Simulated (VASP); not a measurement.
A run of VASP 6.6.1:

The input INCAR:

```
PREC = Accurate
ENCUT = 500
EDIFF = 1E-6
ISMEAR = -1
SIGMA = 0.5
LREAL = F
LASPH = T
NELM = 120
ALGO = Normal
ISIF = 2
LWAVE = F
LCHARG = F
GGA = PE
NBANDS = 12
GGA_COMPAT = F
```

KPOINTS

```
Automatic mesh
0
Gamma
  2 2 2
```

The input POSCAR:

```
Au
1.0
    0.0000000000      2.0750000000      2.0750000000
    2.0750000000      0.0000000000      2.0750000000
    2.0750000000      2.0750000000      0.0000000000
Au
1
Direct
    0.0000000000      0.0000000000      0.0000000000
```

Potentials or basis: VASP PAW PBE potentials, release 64 (Au).

Command:

```bash
$ cat potpaw_PBE.64/Au/POTCAR > POTCAR
$ mpirun -np 1 vasp_std > vasp.out
```

Hardware: 1 thread of AMD EPYC 7R13, with other jobs on the host.

Question: Estimate the wall time of this run.

Answer: Run time: 4.5 s on 1 thread of AMD EPYC 7R13, with other jobs on the host, peak memory 0.1 GiB. Counts: scf iterations 11, k points 3.
